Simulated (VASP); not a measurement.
# Zr2BiN2 (P4/mmm) in VASP: single point with PBE

Aim: the single point of Zr2BiN2 with PBE.

Everything below comes from runs of VASP 6.6.1. Logs are shortened: lines on timing, memory, paths and dates and some standing lists are left out, and cuts for length are marked.

## Step 1: The cell of the first run

It takes space group P4/mmm (No. 123, tetragonal). Conventional cell: a = 3.907 Å, b = 3.907 Å, c = 7.276 Å, α = 90.00°, β = 90.00°, γ = 90.00°. Zr (site symmetry mmm) has 4 N at 2.31 Å and 4 Zr at 2.76 Å within 3.1 Å. Bi (site symmetry 4/mmm) has 2 N at 2.40 Å within 3.2 Å. N (site symmetry 4mm) has 4 Zr at 2.31 Å and 1 Bi at 2.40 Å and 1 N at 2.47 Å within 3.1 Å.

The cell was built from a structure type or drawn by symmetry, and may not be a known phase.

## Step 2: Single point, PBE

INCAR reads:

```
SYSTEM = Zr2BiN2
ALGO = Normal
EDIFF = 1E-6
ENCUT = 520
GGA = PE
ISIF = 2
ISMEAR = 0
LASPH = .True.
LCHARG = .False.
LREAL = .False.
LWAVE = .False.
NBANDS = 32
NELM = 100
PREC = Accurate
SIGMA = 0.1
```

KPOINTS reads:

```
k-points
0
Gamma
  10 10 6
  0 0 0
```

POSCAR reads:

```
Zr2BiN2
1.0
    3.9071398625      0.0000000000      0.0000000000
    0.0000000000      3.9071398625      0.0000000000
    0.0000000000      0.0000000000      7.2761190829
Zr Bi N
2 1 2
Direct
    0.5000000000      0.0000000000      0.5000000000
    0.0000000000      0.5000000000      0.5000000000
    0.0000000000      0.0000000000      0.0000000000
    0.0000000000      0.0000000000      0.6696578388
    0.0000000000      0.0000000000      0.3303421612
```

Potentials or basis: VASP PAW PBE potentials, release 64 (Zr_sv, Bi_d, N).

Started as:

```
$ cat potpaw_PBE.64/Zr_sv/POTCAR potpaw_PBE.64/Bi_d/POTCAR potpaw_PBE.64/N/POTCAR > POTCAR
$ mpirun -np 1 vasp_std > vasp.out
```

OUTCAR:

```text
SYSTEM = Zr2BiN2
   EDIFF = 1E-6
   ENCUT = 520
   GGA = PE
   ISIF = 2
   ISMEAR = 0
   LASPH = .True.
   LREAL = .False.
   NELM = 100
   PREC = Accurate

 ion  position               nearest neighbor table
   1  0.500  0.000  0.500-   4 2.31   5 2.31   4 2.31   5 2.31   2 2.76   2 2.76   2 2.76   2 2.76

   2  0.000  0.500  0.500-   4 2.31   5 2.31   4 2.31   5 2.31   1 2.76   1 2.76   1 2.76   1 2.76

   3  0.000  0.000  0.000-   4 2.40   5 2.40
   4  0.000  0.000  0.670-   1 2.31   2 2.31   2 2.31   1 2.31   3 2.40
   5  0.000  0.000  0.330-   1 2.31   2 2.31   2 2.31   1 2.31   3 2.40

  LATTYP: Found a simple tetragonal cell.
 ALAT       =     3.9071398625
 C/A-ratio  =     1.8622622529

  Lattice vectors:

 A1 = (   3.9071398625,   0.0000000000,   0.0000000000)
 A2 = (   0.0000000000,   3.9071398625,   0.0000000000)
 A3 = (   0.0000000000,   0.0000000000,   7.2761190829)

Analysis of symmetry for initial positions (statically):
=====================================================================
 Subroutine PRICEL returns:
 Original cell was already a primitive cell.

 Routine SETGRP: Setting up the symmetry group for a
 simple tetragonal supercell.

 Subroutine GETGRP returns: Found 16 space group operations
 (whereof 16 operations were pure point group operations)
 out of a pool of 16 trial point group operations.

The static configuration has the point symmetry D_4h.

Analysis of symmetry for dynamics (positions and initial velocities):
=====================================================================
 Subroutine PRICEL returns:
 Original cell was already a primitive cell.

 Routine SETGRP: Setting up the symmetry group for a
 simple tetragonal supercell.

 Subroutine GETGRP returns: Found 16 space group operations
 (whereof 16 operations were pure point group operations)
 out of a pool of 16 trial point group operations.

The dynamic configuration has the point symmetry D_4h.

 Subroutine INISYM returns: Found 16 space group operations
 (whereof 16 operations are pure point group operations),
 and found     1 'primitive' translations

----------------------------------------------------------------------------------------

                                     Primitive cell

  volume of cell :     111.0754

  direct lattice vectors                    reciprocal lattice vectors
     3.907139862  0.000000000  0.000000000     0.255941695  0.000000000  0.000000000
     0.000000000  3.907139862  0.000000000     0.000000000  0.255941695  0.000000000
     0.000000000  0.000000000  7.276119083     0.000000000  0.000000000  0.137435903

  length of vectors
     3.907139862  3.907139862  7.276119083     0.255941695  0.255941695  0.137435903

  position of ions in fractional coordinates (direct lattice)
     0.500000000  0.000000000  0.500000000
     0.000000000  0.500000000  0.500000000
     0.000000000  0.000000000  0.000000000
     0.000000000  0.000000000  0.669657839
     0.000000000  0.000000000  0.330342161

  ion indices of the primitive-cell ions
   primitive index   ion index
                 1           1
                 2           2
                 3           3
                 4           4
                 5           5

----------------------------------------------------------------------------------------

 KPOINTS: k-points

Automatic generation of k-mesh.
 Grid dimensions read from file:
 generate k-points for:   10   10    6

 Generating k-lattice:

  Cartesian coordinates                     Fractional coordinates (reciprocal lattice)
     0.025594170  0.000000000  0.000000000     0.100000000  0.000000000  0.000000000
     0.000000000  0.025594170  0.000000000     0.000000000  0.100000000  0.000000000
     0.000000000  0.000000000  0.022905984     0.000000000  0.000000000  0.166666667

  Length of vectors
     0.025594170  0.025594170  0.022905984

  Shift w.r.t. Gamma in fractional coordinates (k-lattice)
     0.000000000  0.000000000  0.000000000

 Subroutine IBZKPT returns following result:
 ===========================================

 Found     84 irreducible k-points:

 Following reciprocal coordinates:
            Coordinates               Weight
  0.000000  0.000000  0.000000      1.000000
  0.100000  0.000000  0.000000      4.000000
  0.200000  0.000000  0.000000      4.000000
  0.300000  0.000000  0.000000      4.000000
  0.400000  0.000000  0.000000      4.000000
  0.500000  0.000000  0.000000      2.000000
[... 16 lines left out ...]
  0.100000  0.000000  0.166667      8.000000
  0.200000  0.000000  0.166667      8.000000
 [... further k-points ...]
   k-points           NKPTS =     84   k-points in BZ     NKDIM =     84   number of bands    NBANDS=     32
   number of dos      NEDOS =    301   number of ions     NIONS =      5
   total plane-waves  NPLWV =  48600
   dimension x,y,z NGX =    30 NGY =   30 NGZ =   54
   dimension x,y,z NGXF=    60 NGYF=   60 NGZF=  108
   ions per type =               2   1   2
   NGX,Y,Z   is equivalent  to a cutoff of  12.76, 12.76, 12.34 a.u.
   NGXF,Y,Z  is equivalent  to a cutoff of  25.53, 25.53, 24.68 a.u.
 SYSTEM =  Zr2BiN2
   PREC   = accura    normal or accurate (medium, high low for compatibility)
   ISTART =      0    job   : 0-new  1-cont  2-samecut
   ICHARG =      2    charge: 1-file 2-atom 10-const
   ISPIN  =      1    spin polarized calculation?
   LNONCOLLINEAR =      F non collinear calculations
   LSORBIT =      F    spin-orbit coupling
   LASPH  =      T    aspherical Exc in radial PAW
   ENCUT  =  520.0 eV  38.22 Ry    6.18 a.u.   7.26  7.26 13.53*2*pi/ulx,y,z
   NELM   =    100;   NELMIN=  2; NELMDL= -5     # of ELM steps
   EDIFF  = 0.1E-05   stopping-criterion for ELM
   LREAL  =      F    real-space projection
   EDIFFG = 0.1E-04   stopping-criterion for IOM
   NSW    =      0    number of steps for IOM
   IBRION =     -1    ionic relax: 0-MD 1-quasi-New 2-CG
   NFREE  =      0    steps in history (QN), initial steepest desc. (CG)
   ISIF   =      2    stress and relaxation
   ISYM   =      2    0-nonsym 1-usesym 2-fastsym
   POTIM  = 0.5000    time-step for ionic-motion
   TEBEG  =    0.0;   TEEND  =   0.0 temperature during run
   PSTRESS=    0.0 pullay stress
   NELECT =      49.0000    total number of electrons
   NUPDOWN=      -1.0000    fix difference up-down
   EMIN   =  10.00;   EMAX   =-10.00  energy-range for DOS
   EFERMI =   0.00;   METHOD = LEGACY
   ISMEAR =     0;   SIGMA  =   0.10  broadening in eV -4-tet -1-fermi 0-gaus
   EFERMI_NEDOS =   21; number of points for ismear=-14 and -15
   IALGO  =     38    algorithm
   IMIX   =      4    mixing-type and parameters
     AMIX     =   0.40;   BMIX     =  1.00
     AMIX_MAG =   1.60;   BMIX_MAG =  1.00
  volume/ion in A,a.u.               =      22.22       149.91
  Fermi-wavevector in a.u.,A,eV,Ry     =   1.246238  2.355048 21.131329  1.553109
  Thomas-Fermi vector in A             =   2.380424
   LORBIT       =      0    0 simple, 1 ext, 2 COOP (PROOUT), +10 PAW based schemes
   GGA     = PE    functional components
   LHFCALC =     F    Hartree Fock is set to
   AEXX    =    0.0000 exact exchange contribution
   IVDW    =     0    specifies the selected vdW correction
   LEPSILON=     F    determine dielectric tensor
   LRPA    =     F    only Hartree local field effects (RPA)
 non-spin polarized calculation
 Gauss-broadening in eV      SIGMA  =   0.10
  energy-cutoff  :      520.00
  volume of cell :      111.08
 maximum number of plane-waves:      3016
 NGX is ok and might be reduce to    30
   NGX = 15   NGY = 15   NGZ = 27

 number of electron      48.9999999 magnetization

 Free energy of the ion-electron system (eV)
  ---------------------------------------------------
  ext. energy  EPLUGINS =         0.00000000
  ---------------------------------------------------
  free energy    TOTEN  =       -37.64296995 eV

  energy without entropy =      -37.62849521  energy(sigma->0) =      -37.63573258

 E-fermi :   5.7907     XC(G=0):  -9.6139

 val. band max:        5.7818835293   @ k =   0.5000   0.4000   0.5000
 cond. band min:       5.7957580608   @ k =   0.4000   0.0000   0.5000
 fundamental gap:      0.0138745316
 Fermi energy:         5.7907096018

 k-point     1 :       0.0000    0.0000    0.0000
  band No.  band energies     occupation
      1     -43.1401      2.00000
      2     -42.6511      2.00000
      3     -21.7365      2.00000
      4     -21.7365      2.00000
      5     -21.3599      2.00000
      6     -20.8197      2.00000
[... 24 lines left out ...]
     31       8.7437      0.00000
     32      11.6040      0.00000

 k-point     2 :       0.1000    0.0000    0.0000
  band No.  band energies     occupation
      1     -43.1282      2.00000
      2     -42.6631      2.00000
      3     -21.7128      2.00000
      4     -21.7031      2.00000
      5     -21.3458      2.00000
      6     -20.8317      2.00000
[... 24 lines left out ...]
     31       9.0124      0.00000
     32      11.7765      0.00000

 k-point     3 :       0.2000    0.0000    0.0000
  band No.  band energies     occupation
      1     -43.0936      2.00000
      2     -42.6979      2.00000
      3     -21.6412      2.00000
      4     -21.6054      2.00000
      5     -21.3049      2.00000
      6     -20.8670      2.00000
[... 24 lines left out ...]
     31       9.1454      0.00000
     32      11.2314      0.00000

 k-point     4 :       0.3000    0.0000    0.0000
  band No.  band energies     occupation
      1     -43.0397      2.00000
      2     -42.7521      2.00000
      3     -21.5207      2.00000
      4     -21.4502      2.00000
      5     -21.2419      2.00000
      6     -20.9230      2.00000
[... 654 lines left out ...]
     31       8.7677      0.00000
     32      10.5321      0.00000

 k-point    23 :       0.1000    0.0000    0.1667
  band No.  band energies     occupation
      1     -43.1282      2.00000
      2     -42.6631      2.00000
      3     -21.7128      2.00000
      4     -21.7031      2.00000
      5     -21.3459      2.00000
      6     -20.8317      2.00000
[... 24 lines left out ...]
     31       9.0226      0.00000
     32      10.7358      0.00000

 k-point    24 :       0.2000    0.0000    0.1667
  band No.  band energies     occupation
      1     -43.0936      2.00000
      2     -42.6979      2.00000
      3     -21.6412      2.00000
      4     -21.6054      2.00000
      5     -21.3050      2.00000
      6     -20.8670      2.00000
[... 24 lines left out ...]
     31       9.1888      0.00000
     32      11.1071      0.00000

 [... further k-points ...]
[... 5 lines left out ...]
  --------------------------------------------------------------------------------------
  -------------------------------------------------------------------------------------
  Total        0.0395478      0.0395478      0.0790008      0.0000000      0.0000000      0.0000000
  in kB        0.5704471      0.5704471      1.1395263      0.0000000      0.0000000      0.0000000
  external PRESSURE =       0.7601402 kB  Pullay stress =       0.0000000 kB

 VOLUME and BASIS-vectors are now :
 -----------------------------------------------------------------------------
  energy-cutoff  :      520.00
  volume of cell :      111.08
      direct lattice vectors                 reciprocal lattice vectors
     3.907139862  0.000000000  0.000000000     0.255941695  0.000000000  0.000000000
     0.000000000  3.907139862  0.000000000     0.000000000  0.255941695  0.000000000
     0.000000000  0.000000000  7.276119083     0.000000000  0.000000000  0.137435903

 POSITION                                       TOTAL-FORCE (eV/Angst)
 -----------------------------------------------------------------------------------
      1.95357      0.00000      3.63806         0.000000      0.000000      0.000000
      0.00000      1.95357      3.63806         0.000000      0.000000      0.000000
      0.00000      0.00000      0.00000         0.000000      0.000000      0.000000
      0.00000      0.00000      4.87251         0.000000     -0.000000      0.011902
      0.00000      0.00000      2.40361         0.000000     -0.000000     -0.011902
 -----------------------------------------------------------------------------------
    total drift:                                0.000000      0.000000      0.000000

  FREE ENERGIE OF THE ION-ELECTRON SYSTEM (eV)
  ---------------------------------------------------
  free  energy   TOTEN  =       -37.6429699532 eV

  energy  without entropy=      -37.6284952107  energy(sigma->0) =      -37.63573258
```

Run time: 2.3 min. Hardware: 1 thread of Intel Xeon 6975P-C (Granite Rapids), shared host; peak memory 0.41 GiB.

Results:

```yaml
Free_energy: -37.6430 eV
Pressure: 0.1 GPa
Largest_force: 0.012 eV/Å
Band_gap_on_the_k_mesh: zero (an odd number of electrons rules out a gap without spin polarisation)
```

Forces in eV/Å, atoms in the order of the input:
```
Zr   0.000  0.000  0.000
Zr   0.000  0.000  0.000
Bi   0.000  0.000  0.000
N    0.000  0.000  0.012
N    0.000  0.000 -0.012
```

Levels at points of the mesh, in eV from the Fermi level:
| k point | band 20 | band 21 | band 22 | band 23 | band 24 | band 25 | band 26 | band 27 | band 28 | band 29 |
| --- | --- | --- | --- | --- | --- | --- | --- | --- | --- | --- |
| (0.00, 0.00, 0.00) | -3.25 | -2.74 | -2.01 | -1.93 | -1.93 | 1.37 | 2.18 | 2.18 | 2.86 | 2.95 |
| (0.50, 0.00, 0.00) | -2.82 | -2.79 | -2.37 | -1.80 | -0.76 | 1.30 | 1.72 | 1.94 | 2.01 | 2.26 |
| (0.50, 0.50, 0.00) | -1.97 | -1.97 | -1.79 | -1.56 | -1.51 | -1.51 | 0.28 | 0.28 | 1.85 | 2.52 |
| (0.00, 0.00, 0.50) | -3.31 | -2.01 | -1.72 | -1.72 | 0.22 | 1.51 | 1.91 | 1.91 | 2.34 | 2.78 |
| (0.50, 0.00, 0.50) | -3.64 | -2.25 | -1.16 | -0.88 | -0.17 | 1.30 | 1.57 | 1.72 | 1.91 | 2.33 |
| (0.50, 0.50, 0.50) | -2.80 | -2.80 | -1.59 | -0.44 | -0.34 | -0.34 | -0.15 | -0.15 | 2.17 | 2.19 |

Caveat: spin-orbit coupling is left out, which moves the levels of the heavy elements.
